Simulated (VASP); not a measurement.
MgO: single point with r2SCAN

MgO, a slab with vacuum:

```
Mg O
1.0
     2.97283    0.00000    0.00000
     0.00000    2.97283    0.00000
     0.00000    0.00000   25.51054
Mg O
6 6
Direct
  0.50000 0.50000 0.29400
  0.00000 0.00000 0.37640
  0.50000 0.50000 0.45880
  0.00000 0.00000 0.54120
  0.50000 0.50000 0.62360
  0.00000 0.00000 0.70600
  0.00000 0.00000 0.29400
  0.50000 0.50000 0.37640
  0.00000 0.00000 0.45880
  0.50000 0.50000 0.54120
  0.00000 0.00000 0.62360
  0.50000 0.50000 0.70600
```

- Program: VASP 6.6.1
- Task: single point
- Functional: r2SCAN
- Potentials or basis: VASP PAW PBE potentials, release 64 (Mg, O)
- Cutoff: 520 eV
- k mesh: 13 × 13 × 1
- Occupations: gaussian, width 0.05 eV
- Spin: no spin polarisation

- Largest force: 0.481 eV/Å
- Band gap on the k mesh: 3.95 eV

Forces on the atoms (eV/Å):
```
Mg   0.000  0.000  0.481
Mg   0.000  0.000  0.007
Mg   0.000  0.000  0.007
Mg   0.000  0.000 -0.007
Mg   0.000  0.000 -0.007
Mg   0.000  0.000 -0.481
O    0.000  0.000 -0.438
O    0.000  0.000  0.000
O    0.000  0.000 -0.001
O    0.000  0.000  0.001
O    0.000  0.000  0.000
O    0.000  0.000  0.438
```

Levels at points of the mesh, in eV from the valence-band top:
```csv
k point,band 21,band 22,band 23,band 24,band 25,band 26,band 27,band 28
"(0.00, 0.00, 0.00)",-0.16,-0.16,0.00,0.00,3.95,4.01,5.33,6.11
```

Wall time 8.2 min on 1 thread of Intel(R) Xeon(R) 6975P-C (Granite Rapids), with other jobs on the host, peak memory 0.47 GiB.

Caveat: the PAW data sets were made with another functional, which shifts forces and pressure a little.
